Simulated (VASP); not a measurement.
# YAs2 (P4_2/mnm) in VASP: single point with PBE

Aim: the single point of YAs2 with PBE.

Everything below comes from runs of VASP 6.6.1. Logs are shortened: lines on timing, memory, paths and dates and some standing lists are left out, and cuts for length are marked.

## 1. The cell of the first run

Symmetry: P4_2/mnm, No. 136, tetragonal system. Conventional cell: a = 6.878 Å, b = 6.878 Å, c = 3.981 Å, α = 90.00°, β = 90.00°, γ = 90.00°. Y (site symmetry mmm) has 6 As at 2.80 to 2.87 Å within 3.7 Å. As (site symmetry m2m) has 3 Y at 2.80 to 2.87 Å within 3.7 Å.

## 2. Single point, PBE

Input file INCAR:

```
  PREC = Accurate
  ENCUT = 520
  EDIFF = 1E-6
  ISMEAR = 0
  SIGMA = 0.1
  LREAL = F
  LASPH = T
  NELM = 100
  ALGO = Normal
  ISIF = 2
  LWAVE = F
  LCHARG = F
  GGA = PE
  NBANDS = 30
```

Input file KPOINTS:

```
Automatic mesh
0
Gamma
  4 4 4
```

Input file POSCAR:

```
YAs2
1.0
    6.8783409869      0.0000000000      0.0000000000
    0.0000000000      6.8783409869      0.0000000000
    0.0000000000      0.0000000000      3.9814379911
Y As
2 4
Direct
    0.0000000000      0.0000000000      0.0000000000
    0.5000000000      0.5000000000      0.5000000000
    0.2875872998      0.2875872998      0.0000000000
    0.2124127002      0.7875872998      0.5000000000
    0.7124127002      0.7124127002      0.0000000000
    0.7875872998      0.2124127002      0.5000000000
```

Potentials or basis: VASP PAW PBE potentials, release 64 (Y_sv, As).

The run is started by

```sh
cat potpaw_PBE.64/Y_sv/POTCAR potpaw_PBE.64/As/POTCAR > POTCAR
mpirun -np 1 vasp_std > vasp.out
```

OUTCAR:

```text
PREC = Accurate
   ENCUT = 520
   EDIFF = 1E-6
   ISMEAR = 0
   LREAL = F
   LASPH = T
   NELM = 100
   ISIF = 2
   GGA = PE

 ion  position               nearest neighbor table
   1  0.000  0.000  0.000-   3 2.80   5 2.80   4 2.87   6 2.87   4 2.87   6 2.87
   2  0.500  0.500  0.500-   4 2.80   6 2.80   5 2.87   3 2.87   3 2.87   5 2.87
   3  0.288  0.288  0.000-   1 2.80   2 2.87   2 2.87
   4  0.212  0.788  0.500-   2 2.80   1 2.87   1 2.87
   5  0.712  0.712  0.000-   1 2.80   2 2.87   2 2.87
   6  0.788  0.212  0.500-   2 2.80   1 2.87   1 2.87

  LATTYP: Found a simple tetragonal cell.
 ALAT       =     6.8783409869
 C/A-ratio  =     0.5788369606

  Lattice vectors:

 A1 = (   6.8783409869,   0.0000000000,   0.0000000000)
 A2 = (   0.0000000000,   6.8783409869,   0.0000000000)
 A3 = (   0.0000000000,   0.0000000000,   3.9814379911)

Analysis of symmetry for initial positions (statically):
=====================================================================
 Subroutine PRICEL returns:
 Original cell was already a primitive cell.

 Routine SETGRP: Setting up the symmetry group for a
 simple tetragonal supercell.

 Subroutine GETGRP returns: Found 16 space group operations
 (whereof  8 operations were pure point group operations)
 out of a pool of 16 trial point group operations.

The static configuration has the point symmetry D_2h.
 The point group associated with its full space group is D_4h.

Analysis of symmetry for dynamics (positions and initial velocities):
=====================================================================
 Subroutine PRICEL returns:
 Original cell was already a primitive cell.

 Routine SETGRP: Setting up the symmetry group for a
 simple tetragonal supercell.

 Subroutine GETGRP returns: Found 16 space group operations
 (whereof  8 operations were pure point group operations)
 out of a pool of 16 trial point group operations.

The dynamic configuration has the point symmetry D_2h.
 The point group associated with its full space group is D_4h.

 Subroutine INISYM returns: Found 16 space group operations
 (whereof  8 operations are pure point group operations),
 and found     1 'primitive' translations

----------------------------------------------------------------------------------------

                                     Primitive cell

  volume of cell :     188.3681

  direct lattice vectors                    reciprocal lattice vectors
     6.878340987  0.000000000  0.000000000     0.145383894  0.000000000  0.000000000
     0.000000000  6.878340987  0.000000000     0.000000000  0.145383894  0.000000000
     0.000000000  0.000000000  3.981437991     0.000000000  0.000000000  0.251165534

  length of vectors
     6.878340987  6.878340987  3.981437991     0.145383894  0.145383894  0.251165534

  position of ions in fractional coordinates (direct lattice)
     0.000000000  0.000000000  0.000000000
     0.500000000  0.500000000  0.500000000
     0.287587300  0.287587300  0.000000000
     0.212412700  0.787587300  0.500000000
     0.712412700  0.712412700  0.000000000
     0.787587300  0.212412700  0.500000000

  ion indices of the primitive-cell ions
   primitive index   ion index
                 1           1
                 2           2
                 3           3
                 4           4
                 5           5
                 6           6

----------------------------------------------------------------------------------------

 KPOINTS: Automatic mesh

Automatic generation of k-mesh.
 Grid dimensions read from file:
 generate k-points for:    4    4    4

 Generating k-lattice:

  Cartesian coordinates                     Fractional coordinates (reciprocal lattice)
     0.036345974  0.000000000  0.000000000     0.250000000  0.000000000  0.000000000
     0.000000000  0.036345974  0.000000000     0.000000000  0.250000000  0.000000000
     0.000000000  0.000000000  0.062791384     0.000000000  0.000000000  0.250000000

  Length of vectors
     0.036345974  0.036345974  0.062791384

  Shift w.r.t. Gamma in fractional coordinates (k-lattice)
     0.000000000  0.000000000  0.000000000

 Subroutine IBZKPT returns following result:
 ===========================================

 Found     18 irreducible k-points:

 Following reciprocal coordinates:
            Coordinates               Weight
  0.000000  0.000000  0.000000      1.000000
  0.250000  0.000000  0.000000      4.000000
  0.500000  0.000000  0.000000      2.000000
  0.250000  0.250000  0.000000      4.000000
  0.500000  0.250000  0.000000      4.000000
  0.500000  0.500000  0.000000      1.000000
[... 10 lines left out ...]
  0.500000  0.250000  0.500000      4.000000
  0.500000  0.500000  0.500000      1.000000
   k-points           NKPTS =     18   k-points in BZ     NKDIM =     18   number of bands    NBANDS=     30
   number of dos      NEDOS =    301   number of ions     NIONS =      6
   total plane-waves  NPLWV =  87480
   dimension x,y,z NGX =    54 NGY =   54 NGZ =   30
   dimension x,y,z NGXF=   108 NGYF=  108 NGZF=   60
   ions per type =               2   4
   NGX,Y,Z   is equivalent  to a cutoff of  13.05, 13.05, 12.53 a.u.
   NGXF,Y,Z  is equivalent  to a cutoff of  26.10, 26.10, 25.05 a.u.
 SYSTEM =  unknown system
   PREC   = accura    normal or accurate (medium, high low for compatibility)
   ISTART =      0    job   : 0-new  1-cont  2-samecut
   ICHARG =      2    charge: 1-file 2-atom 10-const
   ISPIN  =      1    spin polarized calculation?
   LNONCOLLINEAR =      F non collinear calculations
   LSORBIT =      F    spin-orbit coupling
   LASPH  =      T    aspherical Exc in radial PAW
   ENCUT  =  520.0 eV  38.22 Ry    6.18 a.u.  12.79 12.79  7.40*2*pi/ulx,y,z
   NELM   =    100;   NELMIN=  2; NELMDL= -5     # of ELM steps
   EDIFF  = 0.1E-05   stopping-criterion for ELM
   LREAL  =      F    real-space projection
   EDIFFG = 0.1E-04   stopping-criterion for IOM
   NSW    =      0    number of steps for IOM
   IBRION =     -1    ionic relax: 0-MD 1-quasi-New 2-CG
   NFREE  =      0    steps in history (QN), initial steepest desc. (CG)
   ISIF   =      2    stress and relaxation
   ISYM   =      2    0-nonsym 1-usesym 2-fastsym
   POTIM  = 0.5000    time-step for ionic-motion
   TEBEG  =    0.0;   TEEND  =   0.0 temperature during run
   PSTRESS=    0.0 pullay stress
   NELECT =      42.0000    total number of electrons
   NUPDOWN=      -1.0000    fix difference up-down
   EMIN   =  10.00;   EMAX   =-10.00  energy-range for DOS
   EFERMI =   0.00;   METHOD = LEGACY
   ISMEAR =     0;   SIGMA  =   0.10  broadening in eV -4-tet -1-fermi 0-gaus
   EFERMI_NEDOS =   21; number of points for ismear=-14 and -15
   IALGO  =     38    algorithm
   IMIX   =      4    mixing-type and parameters
     AMIX     =   0.40;   BMIX     =  1.00
     AMIX_MAG =   1.60;   BMIX_MAG =  1.00
  volume/ion in A,a.u.               =      31.39       211.86
  Fermi-wavevector in a.u.,A,eV,Ry     =   0.992709  1.875949 13.408160  0.985472
  Thomas-Fermi vector in A             =   2.124540
   LORBIT       =      0    0 simple, 1 ext, 2 COOP (PROOUT), +10 PAW based schemes
   GGA     = PE    functional components
   LHFCALC =     F    Hartree Fock is set to
   AEXX    =    0.0000 exact exchange contribution
   IVDW    =     0    specifies the selected vdW correction
   LEPSILON=     F    determine dielectric tensor
   LRPA    =     F    only Hartree local field effects (RPA)
 non-spin polarized calculation
 Gauss-broadening in eV      SIGMA  =   0.10
  energy-cutoff  :      520.00
  volume of cell :      188.37
 maximum number of plane-waves:      5104
 NGX is ok and might be reduce to    54
   NGX = 25   NGY = 25   NGZ = 15

 number of electron      42.0000004 magnetization

 Free energy of the ion-electron system (eV)
  ---------------------------------------------------
  ext. energy  EPLUGINS =         0.00000000
  ---------------------------------------------------
  free energy    TOTEN  =       -32.15020579 eV

  energy without entropy =      -32.11964309  energy(sigma->0) =      -32.13492444

 E-fermi :   1.4342     XC(G=0):  -8.6292

 val. band max:        1.4268306645   @ k =   0.2500   0.0000   0.5000
 cond. band min:       1.4412173647   @ k =   0.5000   0.2500   0.5000
 fundamental gap:      0.0143867002
 Fermi energy:         1.4341766204

 k-point     1 :       0.0000    0.0000    0.0000
  band No.  band energies     occupation
      1     -40.2034      2.00000
      2     -40.2028      2.00000
      3     -20.2891      2.00000
      4     -20.2891      2.00000
      5     -20.2534      2.00000
      6     -20.2534      2.00000
[... 22 lines left out ...]
     29       4.9341      0.00000
     30       6.3027      0.00000

 k-point     2 :       0.2500    0.0000    0.0000
  band No.  band energies     occupation
      1     -40.2034      2.00000
      2     -40.2029      2.00000
      3     -20.2860      2.00000
      4     -20.2859      2.00000
      5     -20.2568      2.00000
      6     -20.2567      2.00000
[... 22 lines left out ...]
     29       5.3717      0.00000
     30       6.1609      0.00000

 k-point     3 :       0.5000    0.0000    0.0000
  band No.  band energies     occupation
      1     -40.2031      2.00000
      2     -40.2031      2.00000
      3     -20.2817      2.00000
      4     -20.2817      2.00000
      5     -20.2611      2.00000
      6     -20.2611      2.00000
[... 22 lines left out ...]
     29       5.6489      0.00000
     30       5.6489      0.00000

 k-point     4 :       0.2500    0.2500    0.0000
  band No.  band energies     occupation
      1     -40.2033      2.00000
      2     -40.2030      2.00000
      3     -20.2898      2.00000
      4     -20.2818      2.00000
      5     -20.2611      2.00000
      6     -20.2529      2.00000
[... 418 lines left out ...]
     29       6.4339      0.00000
     30       6.4529      0.00000

 k-point    17 :       0.5000    0.2500    0.5000
  band No.  band energies     occupation
      1     -40.1966      2.00000
      2     -40.1966      2.00000
      3     -20.3584      2.00000
      4     -20.3584      2.00000
      5     -20.2691      2.00000
      6     -20.2691      2.00000
[... 22 lines left out ...]
     29       6.4615      0.00000
     30       6.4616      0.00000

 k-point    18 :       0.5000    0.5000    0.5000
  band No.  band energies     occupation
      1     -40.1966      2.00000
      2     -40.1966      2.00000
      3     -20.3578      2.00000
      4     -20.3578      2.00000
      5     -20.2697      2.00000
      6     -20.2697      2.00000
[... 22 lines left out ...]
     29       6.4386      0.00000
     30       6.4387      0.00000

------------------------ aborting loop because EDIFF is reached ----------------------------------------

  FORCE on cell =-STRESS in cart. coord.  units (eV):
  Direction    XX          YY          ZZ          XY          YZ          ZX
  --------------------------------------------------------------------------------------
  -------------------------------------------------------------------------------------
  Total       -0.0111836     -0.0111836     -0.0755956      0.0000000      0.0000000      0.0000000
  in kB       -0.0951231     -0.0951231     -0.6429830      0.0000000      0.0000000      0.0000000
  external PRESSURE =      -0.2777431 kB  Pullay stress =       0.0000000 kB

 VOLUME and BASIS-vectors are now :
 -----------------------------------------------------------------------------
  energy-cutoff  :      520.00
  volume of cell :      188.37
      direct lattice vectors                 reciprocal lattice vectors
     6.878340987  0.000000000  0.000000000     0.145383894  0.000000000  0.000000000
     0.000000000  6.878340987  0.000000000     0.000000000  0.145383894  0.000000000
     0.000000000  0.000000000  3.981437991     0.000000000  0.000000000  0.251165534

 POSITION                                       TOTAL-FORCE (eV/Angst)
 -----------------------------------------------------------------------------------
      0.00000      0.00000      0.00000         0.000000      0.000000      0.000000
      3.43917      3.43917      1.99072         0.000000      0.000000      0.000000
      1.97812      1.97812      0.00000         0.001310      0.001310     -0.000000
      1.46105      5.41729      1.99072        -0.001310      0.001310     -0.000000
      4.90022      4.90022      0.00000        -0.001310     -0.001310      0.000000
      5.41729      1.46105      1.99072         0.001310     -0.001310      0.000000
 -----------------------------------------------------------------------------------
    total drift:                                0.000000      0.000000      0.000000

  FREE ENERGIE OF THE ION-ELECTRON SYSTEM (eV)
  ---------------------------------------------------
  free  energy   TOTEN  =       -32.1502057932 eV

  energy  without entropy=      -32.1196430939  energy(sigma->0) =      -32.13492444
```

It took 67 s on 1 thread of Intel Xeon 6975P-C (Granite Rapids), shared host; peak memory 0.33 GiB.

What came out:

* Free energy: -32.1502 eV
* Pressure: 0.0 GPa
* Band gap on the k mesh: zero (band 21 reaches 2.70 eV, above the bottom of band 22 at 0.79 eV)

Levels at points of the mesh, in eV from the Fermi level:
| k point | band 19 | band 20 | band 21 | band 22 | band 23 | band 24 |
| --- | --- | --- | --- | --- | --- | --- |
| (0.00, 0.00, 0.00) | -0.38 | 0.32 | 1.27 | 1.27 | 1.61 | 1.64 |
| (0.50, 0.00, 0.00) | -0.34 | -0.34 | 0.70 | 0.70 | 0.84 | 0.84 |
| (0.50, 0.50, 0.00) | -0.43 | -0.43 | 0.22 | 0.22 | 0.94 | 0.94 |
| (0.00, 0.00, 0.50) | -0.86 | -0.86 | -0.64 | -0.64 | 0.03 | 0.03 |
| (0.50, 0.00, 0.50) | -0.53 | -0.53 | -0.25 | -0.25 | 0.49 | 0.49 |
| (0.50, 0.50, 0.50) | -0.80 | -0.80 | 0.19 | 0.19 | 0.93 | 0.93 |

Caveat: the k points lie up to 0.39 Å⁻¹ apart.
